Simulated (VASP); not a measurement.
# ScAs4 (Cmmm) in VASP: further runs

ScAs4 is run at these levels: PBE; tasks: single point, relaxation of cell and atoms.

Everything below comes from runs of VASP 6.6.1. Logs are shortened: lines on timing, memory, paths and dates and some standing lists are left out, and cuts for length are marked.

**1. The cell of the first run**

It takes space group Cmmm (No. 65, orthorhombic). The conventional cell has a = 5.257 Å, b = 5.382 Å, c = 7.643 Å, α = 90.00°, β = 90.00°, γ = 90.00°. Sc (site symmetry mmm) has 8 As at 2.92 to 2.98 Å and 4 Sc at 3.76 Å within 3.8 Å. Within 3.4 Å of As (site symmetry mm2) lie 3 As at 2.55 to 2.81 Å and 4 Sc at 2.92 to 2.98 Å. As (site symmetry m2m) has 6 As at 2.37 to 3.01 Å within 3.1 Å.

The cell was generated, and may not be a known phase.

**2. Single point, PBE**

Input file INCAR:

```
SYSTEM = ScAs4
PREC = Accurate
ENCUT = 500
EDIFF = 1E-6
ISMEAR = 0
SIGMA = 0.1
LREAL = .False.
LASPH = .True.
NELM = 120
ALGO = Normal
ISIF = 2
LWAVE = .False.
LCHARG = .False.
GGA = PE
NBANDS = 24
GGA_COMPAT = .False.
```

Input file KPOINTS:

```
Automatic mesh
0
Gamma
  4 4 2
  0 0 0
```

Input file POSCAR:

```
ScAs4
1.0
    2.6287164558     -2.6908462224      0.0000000000
    2.6287164558      2.6908462224      0.0000000000
    0.0000000000      0.0000000000      7.6427081035
Sc As
1 4
Direct
    0.0000000000      0.0000000000      0.0000000000
    0.5000000000      0.5000000000      0.8329155335
    0.5000000000      0.5000000000      0.1670844665
    0.2797292167      0.7202707833      0.5000000000
    0.7202707833      0.2797292167      0.5000000000
```

Potentials or basis: VASP PAW PBE potentials, release 64 (Sc_sv, As).

Run with:

```
$ cat potpaw_PBE.64/Sc_sv/POTCAR potpaw_PBE.64/As/POTCAR > POTCAR
$ mpirun -np 1 vasp_std > vasp.out
```

OUTCAR:

```text
SYSTEM = ScAs4
   PREC = Accurate
   ENCUT = 500
   EDIFF = 1E-6
   ISMEAR = 0
   LREAL = .False.
   LASPH = .True.
   NELM = 120
   ISIF = 2
   GGA = PE

 ion  position               nearest neighbor table
   1  0.000  0.000  0.000-   2 2.92   3 2.92   2 2.92   3 2.92   2 2.98   3 2.98   2 2.98   3 2.98

   2  0.500  0.500  0.833-   3 2.55   4 2.81   5 2.81   1 2.92   1 2.92   1 2.98   1 2.98
   3  0.500  0.500  0.167-   2 2.55   4 2.81   5 2.81   1 2.92   1 2.92   1 2.98   1 2.98
   4  0.280  0.720  0.500-   5 2.37   5 2.65   5 2.65   2 2.81   3 2.81
   5  0.720  0.280  0.500-   4 2.37   4 2.65   4 2.65   2 2.81   3 2.81

  LATTYP: Found a base centered orthorhombic cell.
 ALAT       =     5.2574329116
 B/A-ratio  =     1.0236350202
 C/A-ratio  =     1.4536957926

  Lattice vectors:

 A1 = (   2.6287164558,  -2.6908462224,   0.0000000000)
 A2 = (   2.6287164558,   2.6908462224,   0.0000000000)
 A3 = (   0.0000000000,   0.0000000000,   7.6427081035)

Analysis of symmetry for initial positions (statically):
=====================================================================
 Subroutine PRICEL returns:
 Original cell was already a primitive cell.

 Routine SETGRP: Setting up the symmetry group for a
 base centered orthorhombic supercell.

 Subroutine GETGRP returns: Found  8 space group operations
 (whereof  8 operations were pure point group operations)
 out of a pool of  8 trial point group operations.

The static configuration has the point symmetry D_2h.

Analysis of symmetry for dynamics (positions and initial velocities):
=====================================================================
 Subroutine PRICEL returns:
 Original cell was already a primitive cell.

 Routine SETGRP: Setting up the symmetry group for a
 base centered orthorhombic supercell.

 Subroutine GETGRP returns: Found  8 space group operations
 (whereof  8 operations were pure point group operations)
 out of a pool of  8 trial point group operations.

The dynamic configuration has the point symmetry D_2h.

 Subroutine INISYM returns: Found  8 space group operations
 (whereof  8 operations are pure point group operations),
 and found     1 'primitive' translations

----------------------------------------------------------------------------------------

                                     Primitive cell

  volume of cell :     108.1210

  direct lattice vectors                    reciprocal lattice vectors
     2.628716456 -2.690846222  0.000000000     0.190206897 -0.185815152  0.000000000
     2.628716456  2.690846222  0.000000000     0.190206897  0.185815152  0.000000000
     0.000000000  0.000000000  7.642708104     0.000000000  0.000000000  0.130843673

  length of vectors
     3.761755388  3.761755388  7.642708104     0.265905875  0.265905875  0.130843673

  position of ions in fractional coordinates (direct lattice)
     0.000000000  0.000000000  0.000000000
     0.500000000  0.500000000  0.832915533
     0.500000000  0.500000000  0.167084467
     0.279729217  0.720270783  0.500000000
     0.720270783  0.279729217  0.500000000

  ion indices of the primitive-cell ions
   primitive index   ion index
                 1           1
                 2           2
                 3           3
                 4           4
                 5           5

----------------------------------------------------------------------------------------

 KPOINTS: Automatic mesh

Automatic generation of k-mesh.
 Grid dimensions read from file:
 generate k-points for:    4    4    2

 Generating k-lattice:

  Cartesian coordinates                     Fractional coordinates (reciprocal lattice)
     0.047551724 -0.046453788  0.000000000     0.250000000  0.000000000  0.000000000
     0.047551724  0.046453788  0.000000000     0.000000000  0.250000000  0.000000000
     0.000000000  0.000000000  0.065421837     0.000000000  0.000000000  0.500000000

  Length of vectors
     0.066476469  0.066476469  0.065421837

  Shift w.r.t. Gamma in fractional coordinates (k-lattice)
     0.000000000  0.000000000  0.000000000

 Subroutine IBZKPT returns following result:
 ===========================================

 Found     14 irreducible k-points:

 Following reciprocal coordinates:
            Coordinates               Weight
  0.000000  0.000000  0.000000      1.000000
  0.250000  0.000000  0.000000      4.000000
  0.500000  0.000000  0.000000      2.000000
  0.250000  0.250000  0.000000      2.000000
  0.500000  0.250000  0.000000      4.000000
 -0.250000  0.250000  0.000000      2.000000
  0.500000  0.500000  0.000000      1.000000
  0.000000  0.000000  0.500000      1.000000
  0.250000  0.000000  0.500000      4.000000
  0.500000  0.000000  0.500000      2.000000
  0.250000  0.250000  0.500000      2.000000
  0.500000  0.250000  0.500000      4.000000
 -0.250000  0.250000  0.500000      2.000000
  0.500000  0.500000  0.500000      1.000000
   k-points           NKPTS =     14   k-points in BZ     NKDIM =     14   number of bands    NBANDS=     24
   number of dos      NEDOS =    301   number of ions     NIONS =      5
   total plane-waves  NPLWV =  43904
   dimension x,y,z NGX =    28 NGY =   28 NGZ =   56
   dimension x,y,z NGXF=    56 NGYF=   56 NGZF=  112
   ions per type =               1   4
   NGX,Y,Z   is equivalent  to a cutoff of  12.37, 12.37, 12.18 a.u.
   NGXF,Y,Z  is equivalent  to a cutoff of  24.75, 24.75, 24.36 a.u.
 SYSTEM =  ScAs4
   PREC   = accura    normal or accurate (medium, high low for compatibility)
   ISTART =      0    job   : 0-new  1-cont  2-samecut
   ICHARG =      2    charge: 1-file 2-atom 10-const
   ISPIN  =      1    spin polarized calculation?
   LNONCOLLINEAR =      F non collinear calculations
   LSORBIT =      F    spin-orbit coupling
   LASPH  =      T    aspherical Exc in radial PAW
   ENCUT  =  500.0 eV  36.75 Ry    6.06 a.u.   6.86  6.86 13.93*2*pi/ulx,y,z
   NELM   =    120;   NELMIN=  2; NELMDL= -5     # of ELM steps
   EDIFF  = 0.1E-05   stopping-criterion for ELM
   LREAL  =      F    real-space projection
[... 7 lines left out ...]
   TEBEG  =    0.0;   TEEND  =   0.0 temperature during run
   PSTRESS=    0.0 pullay stress
   NELECT =      31.0000    total number of electrons
   NUPDOWN=      -1.0000    fix difference up-down
   EMIN   =  10.00;   EMAX   =-10.00  energy-range for DOS
   EFERMI =   0.00;   METHOD = LEGACY
   ISMEAR =     0;   SIGMA  =   0.10  broadening in eV -4-tet -1-fermi 0-gaus
   EFERMI_NEDOS =   21; number of points for ismear=-14 and -15
   IALGO  =     38    algorithm
   IMIX   =      4    mixing-type and parameters
     AMIX     =   0.40;   BMIX     =  1.00
     AMIX_MAG =   1.60;   BMIX_MAG =  1.00
  volume/ion in A,a.u.               =      21.62       145.93
  Fermi-wavevector in a.u.,A,eV,Ry     =   1.079507  2.039972 15.855348  1.165335
  Thomas-Fermi vector in A             =   2.215474
   LORBIT       =      0    0 simple, 1 ext, 2 COOP (PROOUT), +10 PAW based schemes
   GGA     = PE    functional components
   LHFCALC =     F    Hartree Fock is set to
   AEXX    =    0.0000 exact exchange contribution
   IVDW    =     0    specifies the selected vdW correction
   LEPSILON=     F    determine dielectric tensor
   LRPA    =     F    only Hartree local field effects (RPA)
 non-spin polarized calculation
 Gauss-broadening in eV      SIGMA  =   0.10
  energy-cutoff  :      500.00
  volume of cell :      108.12
 maximum number of plane-waves:      2780
   NGX = 13   NGY = 13   NGZ = 27

 number of electron      31.0000003 magnetization

 Free energy of the ion-electron system (eV)
  ---------------------------------------------------
  ext. energy  EPLUGINS =         0.00000000
  ---------------------------------------------------
  free energy    TOTEN  =       -26.35823051 eV

  energy without entropy =      -26.34587882  energy(sigma->0) =      -26.35205466

 E-fermi :   4.9106     XC(G=0): -10.0329

 val. band max:        4.8678432447   @ k =   0.2500   0.0000   0.0000
 cond. band min:       4.9217139359   @ k =   0.2500   0.2500   0.5000
 fundamental gap:      0.0538706912
 Fermi energy:         4.9105797726

 k-point     1 :       0.0000    0.0000    0.0000
  band No.  band energies     occupation
      1     -45.1621      2.00000
      2     -23.8560      2.00000
      3     -23.7421      2.00000
      4     -23.6776      2.00000
      5      -9.5762      2.00000
      6      -6.8835      2.00000
[... 16 lines left out ...]
     23       8.4906      0.00000
     24       8.7495      0.00000

 k-point     2 :       0.2500    0.0000    0.0000
  band No.  band energies     occupation
      1     -45.1604      2.00000
      2     -23.8527      2.00000
      3     -23.7595      2.00000
      4     -23.6869      2.00000
      5      -9.0520      2.00000
      6      -6.5234      2.00000
[... 16 lines left out ...]
     23       8.2870      0.00000
     24       8.6265      0.00000

 k-point     3 :       0.5000    0.0000    0.0000
  band No.  band energies     occupation
      1     -45.1588      2.00000
      2     -23.8494      2.00000
      3     -23.7826      2.00000
      4     -23.6902      2.00000
      5      -8.1624      2.00000
      6      -5.9490      2.00000
[... 16 lines left out ...]
     23       7.3885      0.00000
     24       9.2964      0.00000
[... 244 lines left out ...]
 k-point    13 :      -0.2500    0.2500    0.5000
  band No.  band energies     occupation
      1     -45.1588      2.00000
      2     -23.8496      2.00000
      3     -23.7690      2.00000
      4     -23.7007      2.00000
      5      -8.4490      2.00000
      6      -6.8522      2.00000
[... 16 lines left out ...]
     23       8.7333      0.00000
     24       8.7679      0.00000

 k-point    14 :       0.5000    0.5000    0.5000
  band No.  band energies     occupation
      1     -45.1556      2.00000
      2     -23.8434      2.00000
      3     -23.7907      2.00000
      4     -23.7239      2.00000
      5      -6.7124      2.00000
      6      -6.3835      2.00000
[... 16 lines left out ...]
     23       8.8398      0.00000
     24       9.0034      0.00000

------------------------ aborting loop because EDIFF is reached ----------------------------------------

  FORCE on cell =-STRESS in cart. coord.  units (eV):
  Direction    XX          YY          ZZ          XY          YZ          ZX
  --------------------------------------------------------------------------------------
  -------------------------------------------------------------------------------------
  Total        0.1728398      0.1486163      0.2005921     -0.0000000      0.0000000      0.0000000
  in kB        2.5612056      2.2022528      2.9724490     -0.0000000      0.0000000      0.0000000
  external PRESSURE =       2.5786358 kB  Pullay stress =       0.0000000 kB

 VOLUME and BASIS-vectors are now :
 -----------------------------------------------------------------------------
  energy-cutoff  :      500.00
  volume of cell :      108.12
      direct lattice vectors                 reciprocal lattice vectors
     2.628716456 -2.690846222  0.000000000     0.190206897 -0.185815152  0.000000000
     2.628716456  2.690846222  0.000000000     0.190206897  0.185815152  0.000000000
     0.000000000  0.000000000  7.642708104     0.000000000  0.000000000  0.130843673

 POSITION                                       TOTAL-FORCE (eV/Angst)
 -----------------------------------------------------------------------------------
      0.00000      0.00000      0.00000        -0.000000     -0.000000      0.000000
      2.62872      0.00000      6.36573         0.000000     -0.000000     -0.019506
      2.62872      0.00000      1.27698         0.000000     -0.000000      0.019506
      2.62872      1.18543      3.82135        -0.000000      0.047212      0.000000
      2.62872     -1.18543      3.82135        -0.000000     -0.047212      0.000000
 -----------------------------------------------------------------------------------
    total drift:                               -0.000000      0.000000     -0.000000

  FREE ENERGIE OF THE ION-ELECTRON SYSTEM (eV)
  ---------------------------------------------------
  free  energy   TOTEN  =       -26.3582305068 eV

  energy  without entropy=      -26.3458788227  energy(sigma->0) =      -26.35205466
```

It took 37 s on 1 thread of Oxide Virtual Turin-like, shared host; peak memory 0.17 GiB.

Results:

| Property | Result |
| --- | --- |
| Free energy | -26.3582 eV |
| Pressure | 0.3 GPa |
| Largest force | 0.047 eV/Å |
| Band gap on the k mesh | zero (an odd number of electrons rules out a gap without spin polarisation) |

Forces in eV/Å, atoms in the order of the input:
```
Sc   0.000  0.000  0.000
As   0.000  0.000 -0.020
As   0.000  0.000  0.020
As   0.000  0.047  0.000
As   0.000 -0.047  0.000
```

Caveat: the k points lie up to 0.42 Å⁻¹ apart, too coarse for converged energies and pressures of a metal; an odd number of electrons without spin polarisation forces a metal; a magnetic or distorted state may lie lower.

(Part 1 of 3 ends here.)

The gap in the log of VASP goes by the Fermi energy; the results here count the filled bands.